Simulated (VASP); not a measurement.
# Ir (Fm-3m) in VASP: a series of runs

Ir is run at these levels: PBEsol; tasks: single point.

Program: VASP 6.6.1. These are calculated values, not measurements. Logs are shortened: lines on timing, memory, paths and dates and some standing lists are left out, and cuts for length are marked.

### 1 The cell of the first run

The structure is cubic, space group Fm-3m (No. 225). Conventional cell: a = 3.766 Å, b = 3.766 Å, c = 3.766 Å, α = 90.00°, β = 90.00°, γ = 90.00°. Ir (site symmetry m-3m) has 12 Ir at 2.66 Å within 3.5 Å.

### 2 Single point, PBEsol

INCAR

```
SYSTEM = Ir
PREC = Accurate ; ENCUT = 500
EDIFF = 1E-6 ; ISMEAR = -1
SIGMA = 0.05 ; LREAL = .False.
LASPH = .True. ; NELM = 120
ALGO = Normal ; ISIF = 2
LWAVE = .False. ; LCHARG = .True.
GGA = PS ; LELF = .True.
LVHAR = .True. ; NBANDS = 10
GGA_COMPAT = .False.
```

KPOINTS

```
regular mesh
0
Gamma
  13 13 13
  0 0 0
```

POSCAR

```
Ir
1.0
    0.0000000000      1.8831259299      1.8831259299
    1.8831259299      0.0000000000      1.8831259299
    1.8831259299      1.8831259299      0.0000000000
Ir
1
Direct
    0.0000000000      0.0000000000      0.0000000000
```

Potentials or basis: VASP PAW PBE potentials, release 64 (Ir).

The run is started by

```sh
$ cat potpaw_PBE.64/Ir/POTCAR > POTCAR
$ mpirun -np 1 vasp_std > vasp.out
```

OUTCAR:

```text
SYSTEM = Ir
   PREC = Accurate
   ENCUT = 500
   EDIFF = 1E-6
   ISMEAR = -1
   LREAL = .False.
   LASPH = .True.
   NELM = 120
   ISIF = 2
   GGA = PS

 ion  position               nearest neighbor table
   1  0.000  0.000  0.000-

  LATTYP: Found a face centered cubic cell.
 ALAT       =     3.7662518598

  Lattice vectors:

 A1 = (   0.0000000000,   1.8831259299,   1.8831259299)
 A2 = (   1.8831259299,   0.0000000000,   1.8831259299)
 A3 = (   1.8831259299,   1.8831259299,   0.0000000000)

Analysis of symmetry for initial positions (statically):
=====================================================================
 Subroutine PRICEL returns:
 Original cell was already a primitive cell.

 Routine SETGRP: Setting up the symmetry group for a
 face centered cubic supercell.

 Subroutine GETGRP returns: Found 48 space group operations
 (whereof 48 operations were pure point group operations)
 out of a pool of 48 trial point group operations.

The static configuration has the point symmetry O_h .

Analysis of symmetry for dynamics (positions and initial velocities):
=====================================================================
 Subroutine PRICEL returns:
 Original cell was already a primitive cell.

 Routine SETGRP: Setting up the symmetry group for a
 face centered cubic supercell.

 Subroutine GETGRP returns: Found 48 space group operations
 (whereof 48 operations were pure point group operations)
 out of a pool of 48 trial point group operations.

The dynamic configuration has the point symmetry O_h .

 Subroutine INISYM returns: Found 48 space group operations
 (whereof 48 operations are pure point group operations),
 and found     1 'primitive' translations

----------------------------------------------------------------------------------------

                                     Primitive cell

  volume of cell :      13.3557

  direct lattice vectors                    reciprocal lattice vectors
     0.000000000  1.883125930  1.883125930    -0.265515966  0.265515966  0.265515966
     1.883125930  0.000000000  1.883125930     0.265515966 -0.265515966  0.265515966
     1.883125930  1.883125930  0.000000000     0.265515966  0.265515966 -0.265515966

  length of vectors
     2.663142230  2.663142230  2.663142230     0.459887143  0.459887143  0.459887143

  position of ions in fractional coordinates (direct lattice)
     0.000000000  0.000000000  0.000000000

  ion indices of the primitive-cell ions
   primitive index   ion index
                 1           1

----------------------------------------------------------------------------------------

 KPOINTS: regular mesh

Automatic generation of k-mesh.
 Grid dimensions read from file:
 generate k-points for:   13   13   13

 Generating k-lattice:

  Cartesian coordinates                     Fractional coordinates (reciprocal lattice)
    -0.020424305  0.020424305  0.020424305     0.076923077  0.000000000  0.000000000
     0.020424305 -0.020424305  0.020424305     0.000000000  0.076923077  0.000000000
     0.020424305  0.020424305 -0.020424305     0.000000000  0.000000000  0.076923077

  Length of vectors
     0.035375934  0.035375934  0.035375934

  Shift w.r.t. Gamma in fractional coordinates (k-lattice)
     0.000000000  0.000000000  0.000000000

 Subroutine IBZKPT returns following result:
 ===========================================

 Found     84 irreducible k-points:

 Following reciprocal coordinates:
            Coordinates               Weight
  0.000000  0.000000  0.000000      1.000000
  0.076923  0.000000  0.000000      8.000000
  0.153846  0.000000  0.000000      8.000000
  0.230769  0.000000  0.000000      8.000000
  0.307692  0.000000  0.000000      8.000000
  0.384615  0.000000  0.000000      8.000000
[... 16 lines left out ...]
  0.384615  0.153846  0.000000     24.000000
  0.461538  0.153846  0.000000     24.000000
 [... further k-points ...]
   k-points           NKPTS =     84   k-points in BZ     NKDIM =     84   number of bands    NBANDS=     10
   number of dos      NEDOS =    301   number of ions     NIONS =      1
   total plane-waves  NPLWV =   8000
   dimension x,y,z NGX =    20 NGY =   20 NGZ =   20
   dimension x,y,z NGXF=    40 NGYF=   40 NGZF=   40
   ions per type =               1
   NGX,Y,Z   is equivalent  to a cutoff of  12.48, 12.48, 12.48 a.u.
   NGXF,Y,Z  is equivalent  to a cutoff of  24.97, 24.97, 24.97 a.u.
 SYSTEM =  Ir
   PREC   = accura    normal or accurate (medium, high low for compatibility)
   ISTART =      0    job   : 0-new  1-cont  2-samecut
   ICHARG =      2    charge: 1-file 2-atom 10-const
   ISPIN  =      1    spin polarized calculation?
   LNONCOLLINEAR =      F non collinear calculations
   LSORBIT =      F    spin-orbit coupling
   LASPH  =      T    aspherical Exc in radial PAW
   ENCUT  =  500.0 eV  36.75 Ry    6.06 a.u.   4.86  4.86  4.86*2*pi/ulx,y,z
   NELM   =    120;   NELMIN=  2; NELMDL= -5     # of ELM steps
   EDIFF  = 0.1E-05   stopping-criterion for ELM
   LREAL  =      F    real-space projection
   EDIFFG = 0.1E-04   stopping-criterion for IOM
   NSW    =      0    number of steps for IOM
   IBRION =     -1    ionic relax: 0-MD 1-quasi-New 2-CG
   NFREE  =      0    steps in history (QN), initial steepest desc. (CG)
   ISIF   =      2    stress and relaxation
   ISYM   =      2    0-nonsym 1-usesym 2-fastsym
   POTIM  = 0.5000    time-step for ionic-motion
   TEBEG  =    0.0;   TEEND  =   0.0 temperature during run
   PSTRESS=    0.0 pullay stress
   NELECT =       9.0000    total number of electrons
   NUPDOWN=      -1.0000    fix difference up-down
   EMIN   =  10.00;   EMAX   =-10.00  energy-range for DOS
   EFERMI =   0.00;   METHOD = LEGACY
   ISMEAR =    -1;   SIGMA  =   0.05  broadening in eV -4-tet -1-fermi 0-gaus
   EFERMI_NEDOS =   21; number of points for ismear=-14 and -15
   IALGO  =     38    algorithm
   IMIX   =      4    mixing-type and parameters
     AMIX     =   0.40;   BMIX     =  1.00
     AMIX_MAG =   1.60;   BMIX_MAG =  1.00
  volume/ion in A,a.u.               =      13.36        90.13
  Fermi-wavevector in a.u.,A,eV,Ry     =   1.435268  2.712263 28.027919  2.059994
  Thomas-Fermi vector in A             =   2.554585
   LORBIT       =      0    0 simple, 1 ext, 2 COOP (PROOUT), +10 PAW based schemes
   GGA     = PS    functional components
   LHFCALC =     F    Hartree Fock is set to
   AEXX    =    0.0000 exact exchange contribution
   IVDW    =     0    specifies the selected vdW correction
   LEPSILON=     F    determine dielectric tensor
   LRPA    =     F    only Hartree local field effects (RPA)
 non-spin polarized calculation
  energy-cutoff  :      500.00
  volume of cell :       13.36
 maximum number of plane-waves:       349
   NGX =  9   NGY =  9   NGZ =  9

 number of electron       9.0000001 magnetization

 Free energy of the ion-electron system (eV)
  ---------------------------------------------------
  ext. energy  EPLUGINS =         0.00000000
  ---------------------------------------------------
  free energy    TOTEN  =        -9.76291954 eV

  energy without entropy =       -9.75384908  energy(sigma->0) =       -9.75838431

 E-fermi :  11.2990     XC(G=0): -14.4407

 val. band max:       11.2494872556   @ k =  -0.3077   0.3077   0.0769
 cond. band min:      11.3375801648   @ k =   0.4615   0.1538   0.0769
 fundamental gap:      0.0880929093
 Fermi energy:        11.2990052261

 k-point     1 :       0.0000    0.0000    0.0000
  band No.  band energies     occupation
      1      -0.5492      2.00000
      2       7.0181      2.00000
      3       7.0181      2.00000
      4       7.0181      2.00000
      5       9.9960      2.00000
      6       9.9960      2.00000
      7      25.4623      0.00000
      8      31.3904      0.00000
      9      31.3904      0.00000
     10      31.3904      0.00000

 k-point     2 :       0.0769    0.0000    0.0000
  band No.  band energies     occupation
      1      -0.2705      2.00000
      2       6.8658      2.00000
      3       7.1400      2.00000
      4       7.1400      2.00000
      5       9.9153      2.00000
      6       9.9153      2.00000
      7      25.9549      0.00000
      8      30.0764      0.00000
      9      31.8619      0.00000
     10      31.8619      0.00000

 k-point     3 :       0.1538    0.0000    0.0000
  band No.  band energies     occupation
      1       0.5024      2.00000
      2       6.5394      2.00000
      3       7.4081      2.00000
      4       7.4081      2.00000
      5       9.8069      2.00000
      6       9.8069      2.00000
      7      27.1044      0.00000
      8      28.0274      0.00000
      9      33.1953      0.00000
     10      33.1953      0.00000

 k-point     4 :       0.2308    0.0000    0.0000
  band No.  band energies     occupation
      1       1.5242      2.00000
      2       6.4072      2.00000
      3       7.5245      2.00000
      4       7.5245      2.00000
      5      10.0340      2.00000
      6      10.0340      2.00000
      7      25.7312      0.00000
      8      28.3960      0.00000
      9      35.1389      0.00000
     10      35.1389      0.00000
[... 222 lines left out ...]
 k-point    22 :       0.3077    0.1538    0.0000
  band No.  band energies     occupation
      1       2.6479      2.00000
      2       5.4556      2.00000
      3       7.2553      2.00000
      4       8.3370      2.00000
      5      10.0695      2.00000
      6      11.2437      1.50259
      7      26.0791      0.00000
      8      29.4190      0.00000
      9      31.5320      0.00000
     10      32.6513      0.00000

 k-point    23 :       0.3846    0.1538    0.0000
  band No.  band energies     occupation
      1       3.2104      2.00000
      2       5.9803      2.00000
      3       6.7884      2.00000
      4       8.1437      2.00000
      5      11.6820      0.00094
      6      11.9499      0.00000
      7      23.3265      0.00000
      8      27.9890      0.00000
      9      30.7994      0.00000
     10      32.9690      0.00000

 k-point    24 :       0.4615    0.1538    0.0000
  band No.  band energies     occupation
      1       3.3197      2.00000
      2       6.2003      2.00000
      3       7.3647      2.00000
      4       7.8846      2.00000
      5      12.3796      0.00000
      6      13.5745      0.00000
      7      20.4246      0.00000
      8      26.9963      0.00000
      9      30.2935      0.00000
     10      31.6902      0.00000

 [... further k-points ...]
[... 5 lines left out ...]
  --------------------------------------------------------------------------------------
  -------------------------------------------------------------------------------------
  Total        2.0001098      2.0001098      2.0001098      0.0000000      0.0000000      0.0000000
  in kB      239.9365088    239.9365088    239.9365088      0.0000000      0.0000000      0.0000000
  external PRESSURE =     239.9365088 kB  Pullay stress =       0.0000000 kB

 VOLUME and BASIS-vectors are now :
 -----------------------------------------------------------------------------
  energy-cutoff  :      500.00
  volume of cell :       13.36
      direct lattice vectors                 reciprocal lattice vectors
     0.000000000  1.883125930  1.883125930    -0.265515966  0.265515966  0.265515966
     1.883125930  0.000000000  1.883125930     0.265515966 -0.265515966  0.265515966
     1.883125930  1.883125930  0.000000000     0.265515966  0.265515966 -0.265515966

 POSITION                                       TOTAL-FORCE (eV/Angst)
 -----------------------------------------------------------------------------------
      0.00000      0.00000      0.00000        -0.000000      0.000000     -0.000000
 -----------------------------------------------------------------------------------
    total drift:                               -0.000000     -0.000000     -0.000000

  FREE ENERGIE OF THE ION-ELECTRON SYSTEM (eV)
  ---------------------------------------------------
  free  energy   TOTEN  =        -9.7629195388 eV

  energy  without entropy=       -9.7538490841  energy(sigma->0) =       -9.75838431
```

Wall time 10 s (1 thread of AMD EPYC 9R45 (Zen 5), shared host); peak memory 0.1 GiB.

What came out:

```
Free energy : -9.7629 eV
Pressure    : 24.0 GPa
```

Caveat: the PAW data sets were made with another functional, which shifts forces and pressure a little; spin-orbit coupling is left out, which moves the levels of the heavy elements.

### 3 Single point, PBEsol

This run uses another cell than the first one, of 13.71 Å³/atom, 1.026 times its volume.

INCAR

```
PREC = Accurate
ENCUT = 500
EDIFF = 1E-6
ISMEAR = -1
SIGMA = 0.05
LREAL = False
LASPH = True
NELM = 120
ALGO = Normal
ISIF = 2
LWAVE = False
LCHARG = False
GGA = PS
NBANDS = 10
GGA_COMPAT = False
```

KPOINTS

```
Automatic mesh
0
Gamma
  13 13 13
```

POSCAR

```
Ir
1.0
    0.0000000000      1.8995017599      1.8995017599
    1.8995017599      0.0000000000      1.8995017599
    1.8995017599      1.8995017599      0.0000000000
Ir
1
Direct
    0.0000000000      0.0000000000      0.0000000000
```

Potentials or basis: VASP PAW PBE potentials, release 64 (Ir).

The run is started by

```sh
$ cat potpaw_PBE.64/Ir/POTCAR > POTCAR
$ mpirun -np 1 vasp_std > vasp.out
```

OUTCAR:

```text
PREC = Accurate
   ENCUT = 500
   EDIFF = 1E-6
   ISMEAR = -1
   LREAL = False
   LASPH = True
   NELM = 120
   ISIF = 2
   GGA = PS

 ion  position               nearest neighbor table
   1  0.000  0.000  0.000-

  LATTYP: Found a face centered cubic cell.
 ALAT       =     3.7990035198

  Lattice vectors:

 A1 = (   0.0000000000,   1.8995017599,   1.8995017599)
 A2 = (   1.8995017599,   0.0000000000,   1.8995017599)
 A3 = (   1.8995017599,   1.8995017599,   0.0000000000)

Analysis of symmetry for initial positions (statically):
=====================================================================
 Subroutine PRICEL returns:
 Original cell was already a primitive cell.

 Routine SETGRP: Setting up the symmetry group for a
 face centered cubic supercell.

 Subroutine GETGRP returns: Found 48 space group operations
 (whereof 48 operations were pure point group operations)
 out of a pool of 48 trial point group operations.

The static configuration has the point symmetry O_h .
[... 154 lines left out ...]
  free energy    TOTEN  =        -9.80186385 eV

  energy without entropy =       -9.79242817  energy(sigma->0) =       -9.79714601

 E-fermi :  10.8239     XC(G=0): -14.2869

 val. band max:       10.7764578532   @ k =  -0.3077   0.3077   0.0769
 cond. band min:      10.8617936429   @ k =   0.4615   0.1538   0.0769
 fundamental gap:      0.0853357897
 Fermi energy:        10.8238501460

 k-point     1 :       0.0000    0.0000    0.0000
  band No.  band energies     occupation
      1      -0.7323      2.00000
      2       6.7106      2.00000
      3       6.7106      2.00000
      4       6.7106      2.00000
      5       9.5691      2.00000
      6       9.5691      2.00000
      7      25.0528      0.00000
      8      30.8214      0.00000
      9      30.8214      0.00000
     10      30.8214      0.00000
[... 287 lines left out ...]
 k-point    24 :       0.4615    0.1538    0.0000
  band No.  band energies     occupation
      1       3.1095      2.00000
      2       5.9307      2.00000
      3       7.0272      2.00000
      4       7.5485      2.00000
      5      11.8518      0.00000
      6      13.0304      0.00000
      7      19.7096      0.00000
      8      26.4674      0.00000
      9      29.5480      0.00000
     10      30.8746      0.00000

 [... further k-points ...]
[... 5 lines left out ...]
  --------------------------------------------------------------------------------------
  -------------------------------------------------------------------------------------
  Total        0.9942728      0.9942728      0.9942728     -0.0000000     -0.0000000     -0.0000000
  in kB      116.2162947    116.2162947    116.2162947     -0.0000000     -0.0000000     -0.0000000
  external PRESSURE =     116.2162947 kB  Pullay stress =       0.0000000 kB

 VOLUME and BASIS-vectors are now :
 -----------------------------------------------------------------------------
  energy-cutoff  :      500.00
  volume of cell :       13.71
      direct lattice vectors                 reciprocal lattice vectors
     0.000000000  1.899501760  1.899501760    -0.263226921  0.263226921  0.263226921
     1.899501760  0.000000000  1.899501760     0.263226921 -0.263226921  0.263226921
     1.899501760  1.899501760  0.000000000     0.263226921  0.263226921 -0.263226921

 POSITION                                       TOTAL-FORCE (eV/Angst)
 -----------------------------------------------------------------------------------
      0.00000      0.00000      0.00000         0.000000      0.000000      0.000000
 -----------------------------------------------------------------------------------
    total drift:                               -0.000000     -0.000000     -0.000000

  FREE ENERGIE OF THE ION-ELECTRON SYSTEM (eV)
  ---------------------------------------------------
  free  energy   TOTEN  =        -9.8018638500 eV

  energy  without entropy=       -9.7924281747  energy(sigma->0) =       -9.79714601
```

Run time: 9.8 s. Hardware: 1 thread of AMD EPYC 9R45 (Zen 5), shared host; peak memory 0.1 GiB.

What came out:

```yaml
Free_energy: -9.8019 eV
Pressure: 11.6 GPa
```

Levels at points of the mesh, in eV from the Fermi level:
```csv
k point,band 1,band 2,band 3,band 4,band 5,band 6,band 7,band 8,band 9
"(0.00, 0.00, 0.00)",-11.56,-4.11,-4.11,-4.11,-1.25,-1.25,14.23,20.00,20.00
```

Caveat: the PAW data sets were made with another functional, which shifts forces and pressure a little; spin-orbit coupling is left out, which moves the levels of the heavy elements.

### 4 Single point, PBEsol

This run uses another cell than the first one, of 14.06 Å³/atom, 1.053 times its volume.

INCAR

```
PREC = Accurate ; ENCUT = 500
EDIFF = 1E-6 ; ISMEAR = -1
SIGMA = 0.05 ; LREAL = F
LASPH = T ; NELM = 120
ALGO = Normal ; ISIF = 2
LWAVE = F ; LCHARG = F
GGA = PS ; NBANDS = 10
GGA_COMPAT = F
```

KPOINTS is that of step 3.

POSCAR

```
Ir
1.0
    0.0000000000      1.9156000000      1.9156000000
    1.9156000000      0.0000000000      1.9156000000
    1.9156000000      1.9156000000      0.0000000000
Ir
1
Direct
    0.0000000000      0.0000000000      0.0000000000
```

The run is started by

```sh
$ cat potpaw_PBE.64/Ir/POTCAR > POTCAR
$ mpirun -np 1 vasp_std > vasp.out
```

Run time: 9.9 s. Hardware: 1 thread of AMD EPYC 9R45 (Zen 5), shared host; peak memory 0.1 GiB.

It converged, with:

| Quantity | Value |
| --- | --- |
| Free energy | -9.8156 eV |
| Pressure | 1.0 GPa |

Levels at points of the mesh, in eV from the Fermi level:
| k point | band 1 | band 2 | band 3 | band 4 | band 5 | band 6 | band 7 | band 8 | band 9 |
| --- | --- | --- | --- | --- | --- | --- | --- | --- | --- |
| (0.00, 0.00, 0.00) | -11.28 | -3.96 | -3.96 | -3.96 | -1.21 | -1.21 | 14.29 | 19.90 | 19.90 |

Caveat: the PAW data sets were made with another functional, which shifts forces and pressure a little; spin-orbit coupling is left out, which moves the levels of the heavy elements.

(Part 1 of 2 ends here.)
